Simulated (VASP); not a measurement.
Here is a VASP 6.6.1 calculation.

File INCAR:

```
PREC = Accurate ; ENCUT = 520
EDIFF = 1E-7 ; ISMEAR = 0
SIGMA = 0.05 ; LREAL = F
LASPH = T ; NELM = 60
ALGO = Normal ; ISIF = 2
LWAVE = F ; LCHARG = F
GGA = CA ; NBANDS = 46
```

The input KPOINTS:

```
Automatic mesh
0
Gamma
  8 6 6
```

POSCAR

```
GaN
1.0
   -3.1515767111      0.0000000000      0.0000000000
    0.0000000000      0.0000000000     -5.1382481593
    0.0000000000     -5.4586909876      0.0000000000
Ga N
4 4
Direct
    0.5000000000      0.0094215028      0.1797108050
    0.0000000000     -0.0009031747      0.6536163387
    0.0000000000      0.4990968253      0.3463836613
    0.5000000000      0.5094215028      0.8202891950
    0.5000000000      0.6041928645      0.1685352516
    0.0000000000      0.6089840202      0.6647600166
    0.0000000000      0.1089840202      0.3352399834
    0.5000000000      0.1041928645      0.8314647484
```

Potentials or basis: VASP PAW LDA potentials, release 64 (Ga_d, N).

The run is started by

```bash
$ cat potpaw_LDA.64/Ga_d/POTCAR potpaw_LDA.64/N/POTCAR > POTCAR
$ mpirun -np 1 vasp_std > vasp.out
```

Question: What does it give for the largest force?

Answer: 2.522 eV/Å.

Question: Predict the pressure.

Answer: 3.4 GPa.

Question: What does it give for the band gap on the k mesh?

Answer: 1.99 eV, direct.

Stress tensor (GPa, compression positive):
```
 6.97  0.00  0.00
 0.00  7.35  0.00
 0.00  0.00 -3.99
```

Caveat: the cell differs from its parent crystal (mode 11 frozen in at -0.076 Å and mode 13 at +0.091 Å (largest displacements)); forces of over 1 eV/Å act on the atoms, so gaps and moduli don't describe the material at rest.
